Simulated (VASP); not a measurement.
# SiGe (P6_3mc) in VASP: further runs

SiGe is run at these levels: r2SCAN; tasks: single point.

All numbers are computed with VASP 6.6.1; they aren't measurements. Logs are shortened: lines on timing, memory, paths and dates and some standing lists are left out, and cuts for length are marked.

**1. The cell of the first run**

The structure is hexagonal, space group P6_3mc (No. 186). The conventional cell has a = 3.919 Å, b = 3.919 Å, c = 6.260 Å, α = 90.00°, β = 90.00°, γ = 120.00°. Si (site symmetry 3m) has 4 Ge at 2.37 to 2.39 Å within 3.1 Å. Within 3.1 Å of Ge (site symmetry 3m) lie 4 Si at 2.37 to 2.39 Å.

**2. Single point, r2SCAN (uniaxial strain along c: -3.0 %, then relaxed in part)**

The input, POSCAR:

```
SiGe
1.0
    3.9193343356      0.0000000000      0.0000000000
   -1.9596671678      3.3942431005      0.0000000000
    0.0000000000      0.0000000000      6.2600692772
Si Ge
2 2
Direct
    0.6666666662      0.3333333338      0.8767011065
    0.3333333338      0.6666666662      0.3767011065
    0.6666666670      0.3333333330      0.4982978935
    0.3333333330      0.6666666670     -0.0017021065
```

The input, INCAR.step1:

```
SYSTEM = SiGe
PREC = Accurate ; ENCUT = 520
ISMEAR = 0 ; SIGMA = 0.02
LREAL = .FALSE. ; LASPH = .TRUE.
NELM = 100 ; NBANDS = 26
GGA = PE ; ALGO = Normal
EDIFF = 1E-4 ; LWAVE = .TRUE.
LCHARG = .FALSE.
```

The input, INCAR.step2:

```
SYSTEM = SiGe
PREC = Accurate ; ENCUT = 520
EDIFF = 1E-6 ; ISMEAR = 0
SIGMA = 0.02 ; LREAL = .FALSE.
LASPH = .TRUE. ; NELM = 100
ALGO = Normal ; ISIF = 2
LWAVE = .FALSE. ; LCHARG = .TRUE.
METAGGA = R2SCAN ; LMIXTAU = .TRUE.
LELF = .TRUE. ; LVHAR = .TRUE.
NBANDS = 26 ; ISTART = 1
```

The input, KPOINTS:

```
regular mesh
0
G
  12 12 4
  0 0 0
```

Potentials or basis: VASP PAW PBE potentials, release 64 (Si, Ge_d).

Started as:

```
cat potpaw_PBE.64/Si/POTCAR potpaw_PBE.64/Ge_d/POTCAR > POTCAR
cp INCAR.step1 INCAR
mpirun -np 1 vasp_std > vasp.out
cp INCAR.step2 INCAR
mpirun -np 1 vasp_std > vasp.out
```

OUTCAR:

```text
SYSTEM = SiGe
   PREC = Accurate
   ENCUT = 520
   EDIFF = 1E-6
   ISMEAR = 0
   LREAL = .FALSE.
   LASPH = .TRUE.
   NELM = 100
   ISIF = 2
   METAGGA = R2SCAN
   ISTART = 1

 ion  position               nearest neighbor table
   1  0.667  0.333  0.877-   3 2.37   4 2.39   4 2.39   4 2.39
   2  0.333  0.667  0.377-   4 2.37   3 2.39   3 2.39   3 2.39
   3  0.667  0.333  0.498-   1 2.37   2 2.39   2 2.39   2 2.39
   4  0.333  0.667  0.998-   2 2.37   1 2.39   1 2.39   1 2.39

  LATTYP: Found a hexagonal cell.
 ALAT       =     3.9193343356
 C/A-ratio  =     1.5972276772

  Lattice vectors:

 A1 = (   3.9193343356,   0.0000000000,   0.0000000000)
 A2 = (  -1.9596671678,   3.3942431005,   0.0000000000)
 A3 = (   0.0000000000,   0.0000000000,   6.2600692772)

Analysis of symmetry for initial positions (statically):
=====================================================================
 Subroutine PRICEL returns:
 Original cell was already a primitive cell.

 Routine SETGRP: Setting up the symmetry group for a
 hexagonal supercell.

 Subroutine GETGRP returns: Found 12 space group operations
 (whereof  6 operations were pure point group operations)
 out of a pool of 24 trial point group operations.

The static configuration has the point symmetry C_3v.
 The point group associated with its full space group is C_6v.

Analysis of symmetry for dynamics (positions and initial velocities):
=====================================================================
 Subroutine PRICEL returns:
 Original cell was already a primitive cell.

 Routine SETGRP: Setting up the symmetry group for a
 hexagonal supercell.

 Subroutine GETGRP returns: Found 12 space group operations
 (whereof  6 operations were pure point group operations)
 out of a pool of 24 trial point group operations.

The dynamic configuration has the point symmetry C_3v.
 The point group associated with its full space group is C_6v.

 Subroutine INISYM returns: Found 12 space group operations
 (whereof  6 operations are pure point group operations),
 and found     1 'primitive' translations

----------------------------------------------------------------------------------------

                                     Primitive cell

  volume of cell :      83.2788

  direct lattice vectors                    reciprocal lattice vectors
     3.919334336  0.000000000  0.000000000     0.255145368  0.147308247  0.000000000
    -1.959667168  3.394243101  0.000000000     0.000000000  0.294616493  0.000000000
     0.000000000  0.000000000  6.260069277     0.000000000  0.000000000  0.159742641

  length of vectors
     3.919334336  3.919334336  6.260069277     0.294616493  0.294616493  0.159742641

  position of ions in fractional coordinates (direct lattice)
     0.666666666  0.333333334  0.876701107
     0.333333334  0.666666666  0.376701107
     0.666666667  0.333333333  0.498297894
     0.333333333  0.666666667  0.998297894

  ion indices of the primitive-cell ions
   primitive index   ion index
                 1           1
                 2           2
                 3           3
                 4           4

----------------------------------------------------------------------------------------

 KPOINTS: regular mesh

Automatic generation of k-mesh.
 Grid dimensions read from file:
 generate k-points for:   12   12    4

 Generating k-lattice:

  Cartesian coordinates                     Fractional coordinates (reciprocal lattice)
     0.021262114  0.012275687  0.000000000     0.083333333  0.000000000  0.000000000
     0.000000000  0.024551374  0.000000000     0.000000000  0.083333333  0.000000000
     0.000000000  0.000000000  0.039935660     0.000000000  0.000000000  0.250000000

  Length of vectors
     0.024551374  0.024551374  0.039935660

  Shift w.r.t. Gamma in fractional coordinates (k-lattice)
     0.000000000  0.000000000  0.000000000

 Subroutine IBZKPT returns following result:
 ===========================================

 Found     57 irreducible k-points:

 Following reciprocal coordinates:
            Coordinates               Weight
  0.000000  0.000000  0.000000      1.000000
  0.083333  0.000000  0.000000      6.000000
  0.166667  0.000000  0.000000      6.000000
  0.250000  0.000000  0.000000      6.000000
  0.333333  0.000000  0.000000      6.000000
  0.416667  0.000000  0.000000      6.000000
[... 16 lines left out ...]
  0.250000  0.000000  0.250000     12.000000
  0.333333  0.000000  0.250000     12.000000
 [... further k-points ...]
   k-points           NKPTS =     57   k-points in BZ     NKDIM =     57   number of bands    NBANDS=     26
   number of dos      NEDOS =    301   number of ions     NIONS =      4
   total plane-waves  NPLWV =  43200
   dimension x,y,z NGX =    30 NGY =   30 NGZ =   48
   dimension x,y,z NGXF=    60 NGYF=   60 NGZF=   96
   ions per type =               2   2
   NGX,Y,Z   is equivalent  to a cutoff of  12.73, 12.73, 12.75 a.u.
   NGXF,Y,Z  is equivalent  to a cutoff of  25.45, 25.45, 25.49 a.u.
 SYSTEM =  SiGe
   PREC   = accura    normal or accurate (medium, high low for compatibility)
   ISTART =      1    job   : 0-new  1-cont  2-samecut
   ICHARG =      0    charge: 1-file 2-atom 10-const
   ISPIN  =      1    spin polarized calculation?
   LNONCOLLINEAR =      F non collinear calculations
   LSORBIT =      F    spin-orbit coupling
   LASPH  =      T    aspherical Exc in radial PAW
   ENCUT  =  520.0 eV  38.22 Ry    6.18 a.u.   7.29  7.29 11.64*2*pi/ulx,y,z
   NELM   =    100;   NELMIN=  2; NELMDL=  0     # of ELM steps
   EDIFF  = 0.1E-05   stopping-criterion for ELM
   LREAL  =      F    real-space projection
   EDIFFG = 0.1E-04   stopping-criterion for IOM
   NSW    =      0    number of steps for IOM
   IBRION =     -1    ionic relax: 0-MD 1-quasi-New 2-CG
   NFREE  =      0    steps in history (QN), initial steepest desc. (CG)
   ISIF   =      2    stress and relaxation
   ISYM   =      2    0-nonsym 1-usesym 2-fastsym
   POTIM  = 0.5000    time-step for ionic-motion
   TEBEG  =    0.0;   TEEND  =   0.0 temperature during run
   PSTRESS=    0.0 pullay stress
   NELECT =      36.0000    total number of electrons
   NUPDOWN=      -1.0000    fix difference up-down
   EMIN   =  10.00;   EMAX   =-10.00  energy-range for DOS
   EFERMI =   0.00;   METHOD = LEGACY
   ISMEAR =     0;   SIGMA  =   0.02  broadening in eV -4-tet -1-fermi 0-gaus
   EFERMI_NEDOS =   21; number of points for ismear=-14 and -15
   IALGO  =     38    algorithm
   IMIX   =      4    mixing-type and parameters
     AMIX     =   0.40;   BMIX     =  1.00
     AMIX_MAG =   1.60;   BMIX_MAG =  1.00
  volume/ion in A,a.u.               =      20.82       140.50
  Fermi-wavevector in a.u.,A,eV,Ry     =   1.237839  2.339177 20.847468  1.532246
  Thomas-Fermi vector in A             =   2.372390
   LORBIT       =      0    0 simple, 1 ext, 2 COOP (PROOUT), +10 PAW based schemes
   METAGGA = R2SCAN    functional components
   LHFCALC =     F    Hartree Fock is set to
   AEXX    =    0.0000 exact exchange contribution
   IVDW    =     0    specifies the selected vdW correction
   LEPSILON=     F    determine dielectric tensor
   LRPA    =     F    only Hartree local field effects (RPA)
 non-spin polarized calculation
 Gauss-broadening in eV      SIGMA  =   0.02
  energy-cutoff  :      520.00
  volume of cell :       83.28
 maximum number of plane-waves:      2297
 NGX is ok and might be reduce to    30
   NGX = 15   NGY = 15   NGZ = 23

 number of electron      36.0000013 magnetization

 Free energy of the ion-electron system (eV)
  ---------------------------------------------------
  ext. energy  EPLUGINS =         0.00000000
  ---------------------------------------------------
  free energy    TOTEN  =       -45.12586929 eV

  energy without entropy =      -45.12586929  energy(sigma->0) =      -45.12586929

 E-fermi :   5.7594     XC(G=0): -10.4778

 val. band max:        5.6471130965   @ k =   0.0000   0.0000   0.0000
 cond. band min:       6.1156574868   @ k =   0.0000   0.0000   0.0000
 fundamental gap:      0.4685443903
 Fermi energy:         5.7593966858

 k-point     1 :       0.0000    0.0000    0.0000
  band No.  band energies     occupation
      1     -19.5334      2.00000
      2     -19.5322      2.00000
      3     -19.5285      2.00000
      4     -19.5285      2.00000
      5     -19.5252      2.00000
      6     -19.5252      2.00000
[... 18 lines left out ...]
     25      10.3019      0.00000
     26      12.5207      0.00000

 k-point     2 :       0.0833    0.0000    0.0000
  band No.  band energies     occupation
      1     -19.5335      2.00000
      2     -19.5319      2.00000
      3     -19.5286      2.00000
      4     -19.5280      2.00000
      5     -19.5249      2.00000
      6     -19.5246      2.00000
[... 18 lines left out ...]
     25      10.6297      0.00000
     26      11.9859      0.00000

 k-point     3 :       0.1667    0.0000    0.0000
  band No.  band energies     occupation
      1     -19.5340      2.00000
      2     -19.5311      2.00000
      3     -19.5286      2.00000
      4     -19.5268      2.00000
      5     -19.5239      2.00000
      6     -19.5232      2.00000
[... 18 lines left out ...]
     25      11.3073      0.00000
     26      11.4917      0.00000

 k-point     4 :       0.2500    0.0000    0.0000
  band No.  band energies     occupation
      1     -19.5350      2.00000
      2     -19.5304      2.00000
      3     -19.5283      2.00000
      4     -19.5252      2.00000
      5     -19.5223      2.00000
      6     -19.5212      2.00000
[... 18 lines left out ...]
     25      12.5354      0.00000
     26      12.7162      0.00000
[... 496 lines left out ...]
      1     -19.5337      2.00000
      2     -19.5319      2.00000
      3     -19.5277      2.00000
      4     -19.5263      2.00000
      5     -19.5245      2.00000
      6     -19.5237      2.00000
[... 18 lines left out ...]
     25      10.9850      0.00000
     26      12.4637      0.00000

 k-point    23 :       0.2500    0.0000    0.2500
  band No.  band energies     occupation
      1     -19.5346      2.00000
      2     -19.5318      2.00000
      3     -19.5268      2.00000
      4     -19.5246      2.00000
      5     -19.5230      2.00000
      6     -19.5218      2.00000
[... 18 lines left out ...]
     25      12.1175      0.00000
     26      12.3189      0.00000

 k-point    24 :       0.3333    0.0000    0.2500
  band No.  band energies     occupation
      1     -19.5357      2.00000
      2     -19.5321      2.00000
      3     -19.5257      2.00000
      4     -19.5230      2.00000
      5     -19.5214      2.00000
      6     -19.5199      2.00000
[... 18 lines left out ...]
     25      13.3070      0.00000
     26      13.3094      0.00000

 [... further k-points ...]
[... 5 lines left out ...]
  --------------------------------------------------------------------------------------
  -------------------------------------------------------------------------------------
  Total       -0.0264103     -0.0264103      3.2829408      0.0000000      0.0000000      0.0000000
  in kB       -0.5081011     -0.5081011     63.1595813      0.0000000      0.0000000      0.0000000
  external PRESSURE =      20.7144597 kB  Pullay stress =       0.0000000 kB

 VOLUME and BASIS-vectors are now :
 -----------------------------------------------------------------------------
  energy-cutoff  :      520.00
  volume of cell :       83.28
      direct lattice vectors                 reciprocal lattice vectors
     3.919334336  0.000000000  0.000000000     0.255145368  0.147308247  0.000000000
    -1.959667168  3.394243101  0.000000000     0.000000000  0.294616493  0.000000000
     0.000000000  0.000000000  6.260069277     0.000000000  0.000000000  0.159742641

 POSITION                                       TOTAL-FORCE (eV/Angst)
 -----------------------------------------------------------------------------------
      1.95967      1.13141      5.48821        -0.000000      0.000000     -0.000949
      0.00000      2.26283      2.35818         0.000000      0.000000     -0.000949
      1.95967      1.13141      3.11938         0.000000     -0.000000      0.000949
     -0.00000      2.26283      6.24941        -0.000000      0.000000      0.000949
 -----------------------------------------------------------------------------------
    total drift:                               -0.000001      0.000002      0.004374

  FREE ENERGIE OF THE ION-ELECTRON SYSTEM (eV)
  ---------------------------------------------------
  free  energy   TOTEN  =       -45.1258692869 eV

  energy  without entropy=      -45.1258692869  energy(sigma->0) =      -45.12586929
```

It took 6.9 min on 1 thread of Intel Xeon Platinum 8488C (Sapphire Rapids), shared host; peak memory 0.27 GiB.

Results:

```yaml
Free_energy: -45.1259 eV
Pressure: 2.1 GPa
Band_gap_on_the_k_mesh: 0.47 eV
```

Levels at points of the mesh, in eV from the valence-band top:
```tsv
k point	band 15	band 16	band 17	band 18	band 19	band 20	band 21	band 22
(0.00, 0.00, 0.00)	-1.85	-0.08	0.00	0.00	0.47	2.13	2.13	2.47
(0.50, 0.00, 0.00)	-4.96	-3.48	-3.08	-1.58	0.49	2.48	3.63	3.80
(0.00, 0.00, 0.50)	-1.14	-1.14	-1.13	-1.13	1.38	1.38	3.30	3.30
(0.50, 0.00, 0.50)	-2.73	-2.73	-2.52	-2.52	1.04	1.04	2.23	2.23
```

Caveat: the cell differs from its parent crystal (uniaxial strain along c: -3.0 %, then relaxed in part); the stress differs along the axes, from -0 to 6 GPa; semilocal functionals underestimate gaps, and a narrow one can read as zero; the PAW data sets were made with another functional, which shifts forces and pressure a little. A k mesh can miss the band edges.

**3. Single point, r2SCAN (uniaxial strain along c: -2.0 %, then relaxed in part)**

The input, POSCAR:

```
SiGe
1.0
    3.9139180573      0.0000000000      0.0000000000
   -1.9569590287      3.3895524660      0.0000000000
    0.0000000000      0.0000000000      6.3246060738
Si Ge
2 2
Direct
    0.6666666662      0.3333333338      0.8758831230
    0.3333333338      0.6666666662      0.3758831230
    0.6666666670      0.3333333330      0.4991158770
    0.3333333330      0.6666666670     -0.0008841230
```

The input, INCAR.step1:

```
ALGO = Normal ; EDIFF = 1E-4
ENCUT = 520 ; GGA = PE
ISMEAR = 0 ; LASPH = T
LCHARG = F ; LREAL = F
LWAVE = T ; NBANDS = 26
NELM = 60 ; PREC = Accurate
SIGMA = 0.02
```

The input, INCAR.step2:

```
ALGO = Normal ; EDIFF = 1E-6
ENCUT = 520 ; ISIF = 2
ISMEAR = 0 ; ISTART = 1
LASPH = T ; LCHARG = F
LMIXTAU = T ; LREAL = F
LWAVE = F ; METAGGA = R2SCAN
NBANDS = 26 ; NELM = 60
PREC = Accurate ; SIGMA = 0.02
```

The input, KPOINTS:

```
k-points
0
Gamma
  12 12 4
```

Potentials or basis: VASP PAW PBE potentials, release 64 (Si, Ge_d).

Started as:

```
cat potpaw_PBE.64/Si/POTCAR potpaw_PBE.64/Ge_d/POTCAR > POTCAR
cp INCAR.step1 INCAR
mpirun -np 1 vasp_std > vasp.out
cp INCAR.step2 INCAR
mpirun -np 1 vasp_std > vasp.out
```

OUTCAR:

```text
EDIFF = 1E-6
   ENCUT = 520
   ISIF = 2
   ISMEAR = 0
   ISTART = 1
   LASPH = T
   LREAL = F
   METAGGA = R2SCAN
   NELM = 60
   PREC = Accurate

 ion  position               nearest neighbor table
   1  0.667  0.333  0.876-   3 2.38   4 2.39   4 2.39   4 2.39
   2  0.333  0.667  0.376-   4 2.38   3 2.39   3 2.39   3 2.39
   3  0.667  0.333  0.499-   1 2.38   2 2.39   2 2.39   2 2.39
   4  0.333  0.667  0.999-   2 2.38   1 2.39   1 2.39   1 2.39

  LATTYP: Found a hexagonal cell.
 ALAT       =     3.9139180573
[... 889 lines left out ...]
     25      13.2203      0.00000
     26      13.2736      0.00000

 [... further k-points ...]
[... 5 lines left out ...]
  --------------------------------------------------------------------------------------
  -------------------------------------------------------------------------------------
  Total       -0.0260798     -0.0260798      2.1483825      0.0000000     -0.0000000      0.0000000
  in kB       -0.4979967     -0.4979967     41.0236801      0.0000000     -0.0000000      0.0000000
  external PRESSURE =      13.3425622 kB  Pullay stress =       0.0000000 kB

 VOLUME and BASIS-vectors are now :
 -----------------------------------------------------------------------------
  energy-cutoff  :      520.00
  volume of cell :       83.90
      direct lattice vectors                 reciprocal lattice vectors
     3.913918057  0.000000000  0.000000000     0.255498451  0.147512099  0.000000000
    -1.956959029  3.389552466  0.000000000     0.000000000  0.295024199  0.000000000
     0.000000000  0.000000000  6.324606074     0.000000000  0.000000000  0.158112614

 POSITION                                       TOTAL-FORCE (eV/Angst)
 -----------------------------------------------------------------------------------
      1.95696      1.12985      5.53962         0.000000      0.000000     -0.000433
      0.00000      2.25970      2.37731        -0.000000     -0.000000     -0.000433
      1.95696      1.12985      3.15671        -0.000000     -0.000000      0.000433
     -0.00000      2.25970      6.31901         0.000000      0.000000      0.000433
 -----------------------------------------------------------------------------------
    total drift:                               -0.000001      0.000001      0.004748

  FREE ENERGIE OF THE ION-ELECTRON SYSTEM (eV)
  ---------------------------------------------------
  free  energy   TOTEN  =       -45.1539214027 eV

  energy  without entropy=      -45.1539214027  energy(sigma->0) =      -45.15392140
```

OUTCAR.step1:

```text
EDIFF = 1E-4
   ENCUT = 520
   GGA = PE
   ISMEAR = 0
[... 928 lines left out ...]
      1.95696      1.12985      5.53962         0.000000     -0.000000      0.020405
      0.00000      2.25970      2.37731         0.000000     -0.000000      0.020405
      1.95696      1.12985      3.15671        -0.000000      0.000000     -0.020405
     -0.00000      2.25970      6.31901         0.000000     -0.000000     -0.020405
 -----------------------------------------------------------------------------------
    total drift:                               -0.000001      0.000002      0.000221

  FREE ENERGIE OF THE ION-ELECTRON SYSTEM (eV)
  ---------------------------------------------------
  free  energy   TOTEN  =       -19.6811398186 eV

  energy  without entropy=      -19.6811398186  energy(sigma->0) =      -19.68113982
```

Wall time 6.8 min (1 thread of Intel Xeon Platinum 8488C (Sapphire Rapids), shared host); peak memory 0.27 GiB.

What came out:

| Quantity | Value |
| --- | --- |
| Free energy | -45.1539 eV |
| Pressure | 1.3 GPa |
| Band gap on the k mesh | 0.55 eV (least direct gap 0.58 eV) |

Caveat: the cell differs from its parent crystal (uniaxial strain along c: -2.0 %, then relaxed in part); semilocal functionals underestimate gaps, and a narrow one can read as zero; the PAW data sets were made with another functional, which shifts forces and pressure a little. A k mesh can miss the band edges.

(Continued in part 2 of 3.)
